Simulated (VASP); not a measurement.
# In (Im-3m) in VASP: a series of runs

The runs below take In through single point, with PBE.

Everything below comes from runs of VASP 6.6.1. Logs are shortened: lines on timing, memory, paths and dates and some standing lists are left out, and cuts for length are marked.

### Step 1. The cell of the first run

The structure is cubic, space group Im-3m (No. 229). Conventional cell: a = 3.464 Å, b = 3.464 Å, c = 3.464 Å, α = 90.00°, β = 90.00°, γ = 90.00°. Within 3.9 Å of In (site symmetry m-3m) lie 14 In at 3.00 to 3.46 Å.

### Step 2. Single point, PBE (strain -0.080 along x and y, -0.080 along z)

The input, INCAR:

```
SYSTEM = In
PREC = Accurate
ENCUT = 520
EDIFF = 1E-6
ISMEAR = 0
SIGMA = 0.15
LREAL = .FALSE.
LASPH = .TRUE.
NELM = 60
ALGO = Normal
ISIF = 2
LWAVE = .FALSE.
LCHARG = .FALSE.
GGA = PE
NBANDS = 12
```

The input, KPOINTS:

```
regular mesh
0
G
  18 18 18
  0 0 0
```

The input, POSCAR:

```
In
1.0
   -1.7319232208      1.7319232208      1.7319232208
    1.7319232208     -1.7319232208      1.7319232208
    1.7319232208      1.7319232208     -1.7319232208
In
1
Direct
    0.0000000000      0.0000000000      0.0000000000
```

Potentials or basis: VASP PAW PBE potentials, release 64 (In_d).

On the command line:

```
> cat potpaw_PBE.64/In_d/POTCAR > POTCAR
> mpirun -np 1 vasp_std > vasp.out
```

OUTCAR:

```text
SYSTEM = In
   PREC = Accurate
   ENCUT = 520
   EDIFF = 1E-6
   ISMEAR = 0
   LREAL = .FALSE.
   LASPH = .TRUE.
   NELM = 60
   ISIF = 2
   GGA = PE

 ion  position               nearest neighbor table
   1  0.000  0.000  0.000-

  LATTYP: Found a body centered cubic cell.
 ALAT       =     3.4638464416

  Lattice vectors:

 A1 = (  -1.7319232208,   1.7319232208,   1.7319232208)
 A2 = (   1.7319232208,  -1.7319232208,   1.7319232208)
 A3 = (   1.7319232208,   1.7319232208,  -1.7319232208)

Analysis of symmetry for initial positions (statically):
=====================================================================
 Subroutine PRICEL returns:
 Original cell was already a primitive cell.

 Routine SETGRP: Setting up the symmetry group for a
 body centered cubic supercell.

 Subroutine GETGRP returns: Found 48 space group operations
 (whereof 48 operations were pure point group operations)
 out of a pool of 48 trial point group operations.

The static configuration has the point symmetry O_h .

Analysis of symmetry for dynamics (positions and initial velocities):
=====================================================================
 Subroutine PRICEL returns:
 Original cell was already a primitive cell.

 Routine SETGRP: Setting up the symmetry group for a
 body centered cubic supercell.

 Subroutine GETGRP returns: Found 48 space group operations
 (whereof 48 operations were pure point group operations)
 out of a pool of 48 trial point group operations.

The dynamic configuration has the point symmetry O_h .

 Subroutine INISYM returns: Found 48 space group operations
 (whereof 48 operations are pure point group operations),
 and found     1 'primitive' translations

----------------------------------------------------------------------------------------

                                     Primitive cell

  volume of cell :      20.7800

  direct lattice vectors                    reciprocal lattice vectors
    -1.731923221  1.731923221  1.731923221     0.000000000  0.288696401  0.288696401
     1.731923221 -1.731923221  1.731923221     0.288696401  0.000000000  0.288696401
     1.731923221  1.731923221 -1.731923221     0.288696401  0.288696401  0.000000000

  length of vectors
     2.999779013  2.999779013  2.999779013     0.408278365  0.408278365  0.408278365

  position of ions in fractional coordinates (direct lattice)
     0.000000000  0.000000000  0.000000000

  ion indices of the primitive-cell ions
   primitive index   ion index
                 1           1

----------------------------------------------------------------------------------------

 KPOINTS: regular mesh

Automatic generation of k-mesh.
 Grid dimensions read from file:
 generate k-points for:   18   18   18

 Generating k-lattice:

  Cartesian coordinates                     Fractional coordinates (reciprocal lattice)
     0.000000000  0.016038689  0.016038689     0.055555556  0.000000000  0.000000000
     0.016038689  0.000000000  0.016038689     0.000000000  0.055555556  0.000000000
     0.016038689  0.016038689  0.000000000     0.000000000  0.000000000  0.055555556

  Length of vectors
     0.022682131  0.022682131  0.022682131

  Shift w.r.t. Gamma in fractional coordinates (k-lattice)
     0.000000000  0.000000000  0.000000000

 Subroutine IBZKPT returns following result:
 ===========================================

 Found    195 irreducible k-points:

 Following reciprocal coordinates:
            Coordinates               Weight
  0.000000  0.000000  0.000000      1.000000
  0.055556  0.000000  0.000000     12.000000
  0.111111  0.000000  0.000000     12.000000
  0.166667  0.000000  0.000000     12.000000
  0.222222  0.000000  0.000000     12.000000
  0.277778  0.000000  0.000000     12.000000
[... 16 lines left out ...]
  0.333333  0.111111  0.000000     48.000000
  0.388889  0.111111 -0.000000     48.000000
 [... further k-points ...]
   k-points           NKPTS =    195   k-points in BZ     NKDIM =    195   number of bands    NBANDS=     12
   number of dos      NEDOS =    301   number of ions     NIONS =      1
   total plane-waves  NPLWV =  13824
   dimension x,y,z NGX =    24 NGY =   24 NGZ =   24
   dimension x,y,z NGXF=    48 NGYF=   48 NGZF=   48
   ions per type =               1
   NGX,Y,Z   is equivalent  to a cutoff of  13.30, 13.30, 13.30 a.u.
   NGXF,Y,Z  is equivalent  to a cutoff of  26.60, 26.60, 26.60 a.u.
 SYSTEM =  In
   PREC   = accura    normal or accurate (medium, high low for compatibility)
   ISTART =      0    job   : 0-new  1-cont  2-samecut
   ICHARG =      2    charge: 1-file 2-atom 10-const
   ISPIN  =      1    spin polarized calculation?
   LNONCOLLINEAR =      F non collinear calculations
   LSORBIT =      F    spin-orbit coupling
   LASPH  =      T    aspherical Exc in radial PAW
   ENCUT  =  520.0 eV  38.22 Ry    6.18 a.u.   5.58  5.58  5.58*2*pi/ulx,y,z
   NELM   =     60;   NELMIN=  2; NELMDL= -5     # of ELM steps
   EDIFF  = 0.1E-05   stopping-criterion for ELM
   LREAL  =      F    real-space projection
   EDIFFG = 0.1E-04   stopping-criterion for IOM
   NSW    =      0    number of steps for IOM
   IBRION =     -1    ionic relax: 0-MD 1-quasi-New 2-CG
   NFREE  =      0    steps in history (QN), initial steepest desc. (CG)
   ISIF   =      2    stress and relaxation
   ISYM   =      2    0-nonsym 1-usesym 2-fastsym
   POTIM  = 0.5000    time-step for ionic-motion
   TEBEG  =    0.0;   TEEND  =   0.0 temperature during run
   PSTRESS=    0.0 pullay stress
   NELECT =      13.0000    total number of electrons
   NUPDOWN=      -1.0000    fix difference up-down
   EMIN   =  10.00;   EMAX   =-10.00  energy-range for DOS
   EFERMI =   0.00;   METHOD = LEGACY
   ISMEAR =     0;   SIGMA  =   0.15  broadening in eV -4-tet -1-fermi 0-gaus
   EFERMI_NEDOS =   21; number of points for ismear=-14 and -15
   IALGO  =     38    algorithm
   IMIX   =      4    mixing-type and parameters
     AMIX     =   0.40;   BMIX     =  1.00
     AMIX_MAG =   1.60;   BMIX_MAG =  1.00
  volume/ion in A,a.u.               =      20.78       140.23
  Fermi-wavevector in a.u.,A,eV,Ry     =   1.400148  2.645896 26.673062  1.960415
  Thomas-Fermi vector in A             =   2.523137
   LORBIT       =      0    0 simple, 1 ext, 2 COOP (PROOUT), +10 PAW based schemes
   GGA     = PE    functional components
   LHFCALC =     F    Hartree Fock is set to
   AEXX    =    0.0000 exact exchange contribution
   IVDW    =     0    specifies the selected vdW correction
   LEPSILON=     F    determine dielectric tensor
   LRPA    =     F    only Hartree local field effects (RPA)
 non-spin polarized calculation
 Gauss-broadening in eV      SIGMA  =   0.15
  energy-cutoff  :      520.00
  volume of cell :       20.78
 maximum number of plane-waves:       586
   NGX = 11   NGY = 11   NGZ = 11

 number of electron      13.0000005 magnetization

 Free energy of the ion-electron system (eV)
  ---------------------------------------------------
  ext. energy  EPLUGINS =         0.00000000
  ---------------------------------------------------
  free energy    TOTEN  =        -2.20671638 eV

  energy without entropy =       -2.20208145  energy(sigma->0) =       -2.20439891

 E-fermi :  10.5490     XC(G=0): -11.3994

 val. band max:       10.5147016925   @ k =   0.5000   0.5000   0.3889
 cond. band min:      10.5789946851   @ k =   0.2778   0.1667   0.0556
 fundamental gap:      0.0642929925
 Fermi energy:        10.5490140599

 k-point     1 :       0.0000    0.0000    0.0000
  band No.  band energies     occupation
      1      -4.5937      2.00000
      2      -4.5937      2.00000
      3      -4.5937      2.00000
      4      -4.1048      2.00000
      5      -4.1048      2.00000
      6      -0.8438      2.00000
      7      24.1030      0.00000
      8      24.1030      0.00000
      9      24.1030      0.00000
     10      24.4474      0.00000
     11      24.4474      0.00000
     12      24.4474      0.00000

 k-point     2 :       0.0556    0.0000    0.0000
  band No.  band energies     occupation
      1      -4.6003      2.00000
      2      -4.5890      2.00000
      3      -4.5713      2.00000
      4      -4.1119      2.00000
      5      -4.1048      2.00000
      6      -0.7582      2.00000
      7      23.0191      0.00000
      8      23.7872      0.00000
      9      23.9006      0.00000
     10      23.9617      0.00000
     11      24.1327      0.00000
     12      24.3618      0.00000

 k-point     3 :       0.1111    0.0000    0.0000
  band No.  band energies     occupation
      1      -4.6194      2.00000
      2      -4.5784      2.00000
      3      -4.5062      2.00000
      4      -4.1311      2.00000
      5      -4.1048      2.00000
      6      -0.4991      2.00000
      7      20.8093      0.00000
      8      22.7964      0.00000
      9      22.8284      0.00000
     10      23.6277      0.00000
     11      23.8263      0.00000
     12      24.6401      0.00000
[... 286 lines left out ...]
 k-point    23 :       0.3333    0.1111    0.0000
  band No.  band energies     occupation
      1      -4.7594      2.00000
      2      -4.6575      2.00000
      3      -4.1603      2.00000
      4      -4.1206      2.00000
      5      -3.9303      2.00000
      6       3.8127      2.00000
      7      10.1393      1.99989
      8      15.9095      0.00000
      9      18.4153      0.00000
     10      22.9484      0.00000
     11      25.2398      0.00000
     12      27.2674      0.00000

 k-point    24 :       0.3889    0.1111   -0.0000
  band No.  band energies     occupation
      1      -4.7764      2.00000
      2      -4.6833      2.00000
      3      -4.1437      2.00000
      4      -4.1230      2.00000
      5      -3.8687      2.00000
      6       5.1539      2.00000
      7       8.3305      2.00000
      8      15.6124      0.00000
      9      18.1344      0.00000
     10      22.8483      0.00000
     11      25.1332      0.00000
     12      28.0661      0.00000

 [... further k-points ...]

------------------------ aborting loop because EDIFF is reached ----------------------------------------

  FORCE on cell =-STRESS in cart. coord.  units (eV):
  Direction    XX          YY          ZZ          XY          YZ          ZX
  --------------------------------------------------------------------------------------
  -------------------------------------------------------------------------------------
  Total        2.7507077      2.7507077      2.7507077      0.0000000      0.0000000     -0.0000000
  in kB      212.0845996    212.0845996    212.0845996      0.0000000      0.0000000     -0.0000000
  external PRESSURE =     212.0845996 kB  Pullay stress =       0.0000000 kB

 VOLUME and BASIS-vectors are now :
 -----------------------------------------------------------------------------
  energy-cutoff  :      520.00
  volume of cell :       20.78
      direct lattice vectors                 reciprocal lattice vectors
    -1.731923221  1.731923221  1.731923221     0.000000000  0.288696401  0.288696401
     1.731923221 -1.731923221  1.731923221     0.288696401  0.000000000  0.288696401
     1.731923221  1.731923221 -1.731923221     0.288696401  0.288696401  0.000000000

 POSITION                                       TOTAL-FORCE (eV/Angst)
 -----------------------------------------------------------------------------------
      0.00000      0.00000      0.00000        -0.000000      0.000000      0.000000
 -----------------------------------------------------------------------------------
    total drift:                               -0.000000      0.000000      0.000000

  FREE ENERGIE OF THE ION-ELECTRON SYSTEM (eV)
  ---------------------------------------------------
  free  energy   TOTEN  =        -2.2067163765 eV

  energy  without entropy=       -2.2020814518  energy(sigma->0) =       -2.20439891
```

Wall time 11 s (1 thread of Intel Xeon 6975P-C (Granite Rapids), shared host); peak memory 0.17 GiB.

Results:

```
Free energy : -2.2067 eV
Pressure    : 21.2 GPa
```

Caveat: the cell differs from its parent crystal (strain -0.080 along x and y, -0.080 along z); spin-orbit coupling is left out, which moves the levels of the heavy elements.

### Step 3. Single point, PBE (strain -0.040 along x and y, -0.040 along z)

The input, INCAR:

```
SYSTEM = In
PREC     = Accurate       ! precision mode
ENCUT    = 520            ! plane-wave cutoff, eV
EDIFF    = 1E-6           ! SCF threshold, eV
ISMEAR   = 0              ! smearing method
SIGMA    = 0.15           ! smearing width, eV
LREAL    = .FALSE.        ! projectors in reciprocal space
LASPH    = .TRUE.         ! aspherical terms in the spheres
NELM     = 80             ! most SCF steps
ALGO     = Fast           ! electronic algorithm
ISIF     = 2              ! what is computed and relaxed
LWAVE    = .FALSE.        ! write WAVECAR
LCHARG   = .TRUE.         ! write CHGCAR
GGA      = PE             ! functional
LELF     = .TRUE.         ! ELF
LVHAR    = .TRUE.       
NBANDS   = 12             ! bands
```

The input, KPOINTS:

```
Automatic mesh
0
G
  18 18 18
  0 0 0
```

The input, POSCAR:

```
In
1.0
   -1.8072242304      1.8072242304      1.8072242304
    1.8072242304     -1.8072242304      1.8072242304
    1.8072242304      1.8072242304     -1.8072242304
In
1
Direct
    0.0000000000      0.0000000000      0.0000000000
```

Potentials or basis: VASP PAW PBE potentials, release 64 (In_d).

On the command line:

```
> cat potpaw_PBE.64/In_d/POTCAR > POTCAR
> mpirun -np 1 vasp_std > vasp.out
```

Wall time 16 s (1 thread of Intel Xeon 6975P-C (Granite Rapids), shared host); peak memory 0.17 GiB.

Results (log left out):

```yaml
Free_energy: -2.4584 eV
Pressure: 8.5 GPa
```

Levels at points of the mesh, in eV from the Fermi level:
| k point | band 4 | band 5 | band 6 | band 7 | band 8 | band 9 |
| --- | --- | --- | --- | --- | --- | --- |
| (0.00, 0.00, 0.00) | -14.51 | -14.51 | -10.33 | 12.27 | 12.27 | 12.27 |
| (0.50, 0.00, 0.00) | -14.51 | -14.28 | -3.96 | -3.68 | 6.38 | 7.66 |
| (0.50, 0.50, 0.50) | -14.34 | -14.34 | 1.21 | 1.21 | 1.21 | 1.78 |

Caveat: the cell differs from its parent crystal (strain -0.040 along x and y, -0.040 along z); spin-orbit coupling is left out, which moves the levels of the heavy elements.

(Part 1 of 2 ends here.)
